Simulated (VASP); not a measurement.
# Au3C in VASP: further runs, part 2 of 2

VASP 6.6.1.

## 5. Single point, PBE

INCAR

```
PREC = Accurate ; ENCUT = 520
EDIFF = 1E-6 ; ISMEAR = 0
SIGMA = 0.1 ; LREAL = F
LASPH = T ; NELM = 60
ALGO = Normal ; ISIF = 2
LWAVE = F ; LCHARG = T
LDIPOL = T ; IDIPOL = 3
DIPOL = 0.5 0.5 0.353 ; GGA = PE
LELF = T ; LVHAR = T
LVACPOTAV = T ; NBANDS = 26
```

KPOINTS

```
regular mesh
0
Gamma
  9 9 1
```

POSCAR

```
Au3C
1.0
    2.9402049748      0.0000000000      0.0000000000
   -1.4701024874      2.5462922005      0.0000000000
    0.0000000000      0.0000000000     21.8974947720
Au C
3 1
Direct
    0.6666666667      0.3333333333      0.1826692981
    0.3333333333      0.6666666667      0.2945190844
    0.0000000000      0.0000000000      0.4063247812
    0.5555555556     -0.5555555556      0.5282565377
```

Potentials or basis: VASP PAW PBE potentials, release 64 (Au, C).

The run is started by

```console
cat potpaw_PBE.64/Au/POTCAR potpaw_PBE.64/C/POTCAR > POTCAR
mpirun -np 1 vasp_std > vasp.out
```

OUTCAR:

```text
PREC = Accurate
   ENCUT = 520
   EDIFF = 1E-6
   ISMEAR = 0
   LREAL = F
   LASPH = T
   NELM = 60
   ISIF = 2
   GGA = PE

 ion  position               nearest neighbor table
   1  0.667  0.333  0.183-   2 2.98   2 2.98   2 2.98
   2  0.333  0.667  0.295-   3 2.98   3 2.98   3 2.98   1 2.98   1 2.98   1 2.98
   3  0.000  0.000  0.406-   2 2.98   2 2.98   2 2.98
   4  0.556  0.444  0.528-

  LATTYP: Found a hexagonal cell.
 ALAT       =     2.9402049748
 C/A-ratio  =     7.4476082313

  Lattice vectors:

 A1 = (   2.9402049748,   0.0000000000,   0.0000000000)
 A2 = (  -1.4701024874,   2.5462922005,   0.0000000000)
 A3 = (   0.0000000000,   0.0000000000,  21.8974947720)

Analysis of symmetry for initial positions (statically):
=====================================================================
 Subroutine PRICEL returns:
 Original cell was already a primitive cell.

 Routine SETGRP: Setting up the symmetry group for a
 hexagonal supercell.

 Subroutine GETGRP returns: Found  2 space group operations
 (whereof  2 operations were pure point group operations)
 out of a pool of 24 trial point group operations.

The static configuration has the point symmetry C_1h.

Analysis of symmetry for dynamics (positions and initial velocities):
=====================================================================
 Subroutine PRICEL returns:
 Original cell was already a primitive cell.

 Routine SETGRP: Setting up the symmetry group for a
 hexagonal supercell.

 Subroutine GETGRP returns: Found  2 space group operations
 (whereof  2 operations were pure point group operations)
 out of a pool of 24 trial point group operations.

The dynamic configuration has the point symmetry C_1h.

 Subroutine INISYM returns: Found  2 space group operations
 (whereof  2 operations are pure point group operations),
 and found     1 'primitive' translations

----------------------------------------------------------------------------------------
[... 116 lines left out ...]
     AMIX_MAG =   1.60;   BMIX_MAG =  1.00
  volume/ion in A,a.u.               =      40.98       276.58
  Fermi-wavevector in a.u.,A,eV,Ry     =   0.996740  1.883566 13.517266  0.993491
  Thomas-Fermi vector in A             =   2.128849
   LORBIT       =      0    0 simple, 1 ext, 2 COOP (PROOUT), +10 PAW based schemes
   GGA     = PE    functional components
   LHFCALC =     F    Hartree Fock is set to
   AEXX    =    0.0000 exact exchange contribution
   IVDW    =     0    specifies the selected vdW correction
   LEPSILON=     F    determine dielectric tensor
   LRPA    =     F    only Hartree local field effects (RPA)
 non-spin polarized calculation
 Gauss-broadening in eV      SIGMA  =   0.10
  energy-cutoff  :      520.00
  volume of cell :      163.94
 maximum number of plane-waves:      4481
 NGX is ok and might be reduce to    24
   NGX = 11   NGY = 11   NGZ = 81

 dipolmoment           0.000000      0.000000     -0.000029 electrons x Angstroem

 number of electron      36.9999996 magnetization

 dipolmoment           0.000000      0.000000      0.026528 electrons x Angstroem

 Free energy of the ion-electron system (eV)
  ---------------------------------------------------
  ext. energy  EPLUGINS =         0.00000000
  ---------------------------------------------------
  free energy    TOTEN  =       -11.87101031 eV

  energy without entropy =      -11.85947585  energy(sigma->0) =      -11.86524308

 E-fermi :  -0.4541     XC(G=0):  -5.7667

 val. band max:       -0.5116524400   @ k =   0.2222   0.2222   0.0000
 cond. band min:      -0.4333466028   @ k =  -0.3333   0.2222   0.0000
 fundamental gap:      0.0783058372
 Fermi energy:        -0.4541194166

 k-point     1 :       0.0000    0.0000    0.0000
  band No.  band energies     occupation
      1     -10.4046      2.00000
      2      -8.6263      2.00000
      3      -7.2010      2.00000
      4      -6.8006      2.00000
      5      -4.5947      2.00000
      6      -4.4123      2.00000
[... 685 lines left out ...]
     25       6.0387      0.00000
     26       7.1302      0.00000

 [... further k-points ...]
[... 5 lines left out ...]
  --------------------------------------------------------------------------------------
  -------------------------------------------------------------------------------------
  Total       -5.1455736     -5.4566504     -3.7356560     -0.2694004      0.0926629     -0.1604968
  in kB      -50.2879692    -53.3281395    -36.5087683     -2.6328647      0.9055993     -1.5685436
  external PRESSURE =     -46.7082923 kB  Pullay stress =       0.0000000 kB

 VOLUME and BASIS-vectors are now :
 -----------------------------------------------------------------------------
  energy-cutoff  :      520.00
  volume of cell :      163.94
      direct lattice vectors                 reciprocal lattice vectors
     2.940204975  0.000000000  0.000000000     0.340112342  0.196363952  0.000000000
    -1.470102487  2.546292200  0.000000000     0.000000000  0.392727904  0.000000000
     0.000000000  0.000000000 21.897494772     0.000000000  0.000000000  0.045667325

 POSITION                                       TOTAL-FORCE (eV/Angst)
 -----------------------------------------------------------------------------------
      1.47010      0.84876      4.00000         0.003465     -0.002001      0.147816
     -0.00000      1.69753      6.44923         0.010645     -0.006146      0.088626
      0.00000      0.00000      8.89749         0.029914     -0.017271      0.796419
      0.98007      1.13169     11.56749        -0.044024      0.025417     -1.032861
 -----------------------------------------------------------------------------------
    total drift:                                0.000003     -0.000002     -0.000112

  FREE ENERGIE OF THE ION-ELECTRON SYSTEM (eV)
  ---------------------------------------------------
  free  energy   TOTEN  =       -11.8710103065 eV

  energy  without entropy=      -11.8594758496  energy(sigma->0) =      -11.86524308

 vacuum level on the upper side and lower side of the slab         5.439         4.798
```

OSZICAR:

```text
N       E                     dE             d eps       ncg     rms          rms(c)
DAV:   1     0.219410028587E+03    0.21941E+03   -0.15968E+04  1300   0.118E+03
DAV:   2    -0.304255172681E+01   -0.22245E+03   -0.20993E+03  1556   0.241E+02
DAV:   3    -0.129435007146E+02   -0.99009E+01   -0.94708E+01  1504   0.472E+01
[... 16 lines left out ...]
DAV:  20    -0.118709877995E+02   -0.26235E-04   -0.95290E-06  1070   0.164E-02    0.515E-03
DAV:  21    -0.118709991178E+02   -0.11318E-04   -0.10264E-06  1016   0.457E-03    0.451E-03
DAV:  22    -0.118710070284E+02   -0.79106E-05   -0.24133E-06   988   0.470E-03    0.877E-04
DAV:  23    -0.118710097189E+02   -0.26906E-05   -0.24618E-07   960   0.254E-03    0.797E-04
DAV:  24    -0.118710103065E+02   -0.58756E-06   -0.23801E-08   914   0.101E-03
   1 F= -.11871010E+02 E0= -.11865243E+02  d E =-.115345E-01
```

Wall time 3.5 min (1 thread of Oxide Virtual Turin-like, shared host); peak memory 0.3 GiB.

What came out:

```
Free energy   : -11.8710 eV
Largest force : 1.034 eV/Å
```

Forces in eV/Å, atoms in the order of the input:
```
Au   0.003 -0.002  0.148
Au   0.011 -0.006  0.089
Au   0.030 -0.017  0.796
C   -0.044  0.025 -1.033
```

Caveat: spin-orbit coupling is left out, which moves the levels of the heavy elements.

## 6. Single point, PBE

INCAR

```
ALGO = Normal
DIPOL = 0.5 0.5 0.367
EDIFF = 1E-6
ENCUT = 520
GGA = PE
IDIPOL = 3
ISIF = 2
ISMEAR = 0
LASPH = T
LCHARG = F
LDIPOL = T
LREAL = F
LWAVE = F
NBANDS = 26
NELM = 60
PREC = Accurate
SIGMA = 0.1
```

KPOINTS

```
k-points
0
Gamma
  9 9 1
```

Edit POSCAR of step 5 so:

```diff
@@ -11,2 +11,2 @@
     0.0000000000      0.0000000000      0.4063247812
-    0.5555555556     -0.5555555556      0.5282565377
+    0.5555555556     -0.5555555556      0.5830573271
```

Potentials or basis: VASP PAW PBE potentials, release 64 (Au, C).

The run is started by

```console
cat potpaw_PBE.64/Au/POTCAR potpaw_PBE.64/C/POTCAR > POTCAR
mpirun -np 1 vasp_std > vasp.out
```

OUTCAR:

```text
EDIFF = 1E-6
   ENCUT = 520
   GGA = PE
   ISIF = 2
   ISMEAR = 0
   LASPH = T
   LREAL = F
   NELM = 60
   PREC = Accurate

 ion  position               nearest neighbor table
   1  0.667  0.333  0.183-   2 2.98   2 2.98   2 2.98
   2  0.333  0.667  0.295-   3 2.98   3 2.98   3 2.98   1 2.98   1 2.98   1 2.98
   3  0.000  0.000  0.406-   2 2.98   2 2.98   2 2.98
   4  0.556  0.444  0.583-

  LATTYP: Found a hexagonal cell.
 ALAT       =     2.9402049748
 C/A-ratio  =     7.4476082313

  Lattice vectors:

 A1 = (   2.9402049748,   0.0000000000,   0.0000000000)
 A2 = (  -1.4701024874,   2.5462922005,   0.0000000000)
 A3 = (   0.0000000000,   0.0000000000,  21.8974947720)

Analysis of symmetry for initial positions (statically):
=====================================================================
 Subroutine PRICEL returns:
 Original cell was already a primitive cell.

 Routine SETGRP: Setting up the symmetry group for a
 hexagonal supercell.

 Subroutine GETGRP returns: Found  2 space group operations
 (whereof  2 operations were pure point group operations)
 out of a pool of 24 trial point group operations.

The static configuration has the point symmetry C_1h.

Analysis of symmetry for dynamics (positions and initial velocities):
=====================================================================
 Subroutine PRICEL returns:
 Original cell was already a primitive cell.

 Routine SETGRP: Setting up the symmetry group for a
 hexagonal supercell.

 Subroutine GETGRP returns: Found  2 space group operations
 (whereof  2 operations were pure point group operations)
 out of a pool of 24 trial point group operations.

The dynamic configuration has the point symmetry C_1h.

 Subroutine INISYM returns: Found  2 space group operations
 (whereof  2 operations are pure point group operations),
 and found     1 'primitive' translations

[... 122 lines left out ...]
   GGA     = PE    functional components
   LHFCALC =     F    Hartree Fock is set to
   AEXX    =    0.0000 exact exchange contribution
   IVDW    =     0    specifies the selected vdW correction
   LEPSILON=     F    determine dielectric tensor
   LRPA    =     F    only Hartree local field effects (RPA)
 non-spin polarized calculation
 Gauss-broadening in eV      SIGMA  =   0.10
  energy-cutoff  :      520.00
  volume of cell :      163.94
 maximum number of plane-waves:      4481
 NGX is ok and might be reduce to    24
   NGX = 11   NGY = 11   NGZ = 81

 dipolmoment           0.000000      0.000000     -0.000031 electrons x Angstroem

 number of electron      36.9999997 magnetization

 dipolmoment           0.000000      0.000000      0.030087 electrons x Angstroem

 Free energy of the ion-electron system (eV)
  ---------------------------------------------------
  ext. energy  EPLUGINS =         0.00000000
  ---------------------------------------------------
  free energy    TOTEN  =       -11.27950332 eV

  energy without entropy =      -11.24898468  energy(sigma->0) =      -11.26424400

 E-fermi :  -0.4320     XC(G=0):  -5.9438

 val. band max:       -0.4844389771   @ k =  -0.1111   0.2222   0.0000
 cond. band min:      -0.4254860314   @ k =  -0.1111   0.4444   0.0000
 fundamental gap:      0.0589529457
 Fermi energy:        -0.4319702980

 k-point     1 :       0.0000    0.0000    0.0000
  band No.  band energies     occupation
      1     -10.1374      2.00000
      2      -8.7016      2.00000
      3      -7.3020      2.00000
      4      -6.8536      2.00000
      5      -4.6211      2.00000
      6      -4.4355      2.00000
[... 685 lines left out ...]
     25       5.9185      0.00000
     26       6.8553      0.00000

 [... further k-points ...]

------------------------ aborting loop because EDIFF is reached ----------------------------------------

 vacuum level on the upper side and lower side of the slab       (xc-potential included)         0.343        -0.367

  FORCE on cell =-STRESS in cart. coord.  units (eV):
  Direction    XX          YY          ZZ          XY          YZ          ZX
  --------------------------------------------------------------------------------------
  -------------------------------------------------------------------------------------
  Total       -6.1626167     -6.1773703     -1.3193092     -0.0127770      0.0033619     -0.0058230
  in kB      -60.2275861    -60.3717741    -12.8936803     -0.1248704      0.0328557     -0.0569080
  external PRESSURE =     -44.4976802 kB  Pullay stress =       0.0000000 kB

 VOLUME and BASIS-vectors are now :
 -----------------------------------------------------------------------------
  energy-cutoff  :      520.00
  volume of cell :      163.94
      direct lattice vectors                 reciprocal lattice vectors
     2.940204975  0.000000000  0.000000000     0.340112342  0.196363952  0.000000000
    -1.470102487  2.546292200  0.000000000     0.000000000  0.392727904  0.000000000
     0.000000000  0.000000000 21.897494772     0.000000000  0.000000000  0.045667325

 POSITION                                       TOTAL-FORCE (eV/Angst)
 -----------------------------------------------------------------------------------
      1.47010      0.84876      4.00000         0.000017     -0.000010      0.142636
     -0.00000      1.69753      6.44923         0.000019     -0.000011      0.029561
      0.00000      0.00000      8.89749         0.001478     -0.000853     -0.036651
      0.98007      1.13169     12.76749        -0.001513      0.000874     -0.135545
 -----------------------------------------------------------------------------------
    total drift:                                0.000021     -0.000012     -0.000248

  FREE ENERGIE OF THE ION-ELECTRON SYSTEM (eV)
  ---------------------------------------------------
  free  energy   TOTEN  =       -11.2795033216 eV

  energy  without entropy=      -11.2489846777  energy(sigma->0) =      -11.26424400

 vacuum level on the upper side and lower side of the slab         5.537         4.814
```

OSZICAR:

```text
N       E                     dE             d eps       ncg     rms          rms(c)
DAV:   1     0.215530858199E+03    0.21553E+03   -0.15933E+04  1300   0.118E+03
DAV:   2    -0.258623739120E+01   -0.21812E+03   -0.20657E+03  1568   0.238E+02
DAV:   3    -0.123940597729E+02   -0.98078E+01   -0.93871E+01  1502   0.472E+01
[... 16 lines left out ...]
DAV:  20    -0.112796468808E+02   -0.25920E-03   -0.38298E-04  1472   0.508E-02    0.118E-01
DAV:  21    -0.112794791520E+02    0.16773E-03   -0.31119E-04  1360   0.533E-02    0.317E-02
DAV:  22    -0.112794949152E+02   -0.15763E-04   -0.45167E-05  1416   0.422E-02    0.938E-03
DAV:  23    -0.112795039784E+02   -0.90632E-05   -0.19662E-05  1368   0.147E-02    0.130E-02
DAV:  24    -0.112795033216E+02    0.65685E-06   -0.56516E-06   996   0.121E-02
   1 F= -.11279503E+02 E0= -.11264244E+02  d E =-.305186E-01
```

stdout:

```text
POSCAR found type information on POSCAR AuC
 POSCAR found :  2 types and       4 ions
 scaLAPACK will be used
 LDA part: xc-table for (Slater+PW92), standard interpolation
 POSCAR, INCAR and KPOINTS ok, starting setup
 FFT: planning ... GRIDC
 FFT: planning ... GRID_SOFT
 FFT: planning ... GRID
 WAVECAR not read
 entering main loop
```

It took 3.3 min on 1 thread of Oxide Virtual Turin-like, shared host; peak memory 0.31 GiB.

What came out:

```
Free energy   : -11.2795 eV
Largest force : 0.143 eV/Å
```

Forces on the atoms (eV/Å):
```
Au   0.000  0.000  0.143
Au   0.000  0.000  0.030
Au   0.001 -0.001 -0.037
C   -0.002  0.001 -0.136
```

Caveat: spin-orbit coupling is left out, which moves the levels of the heavy elements.
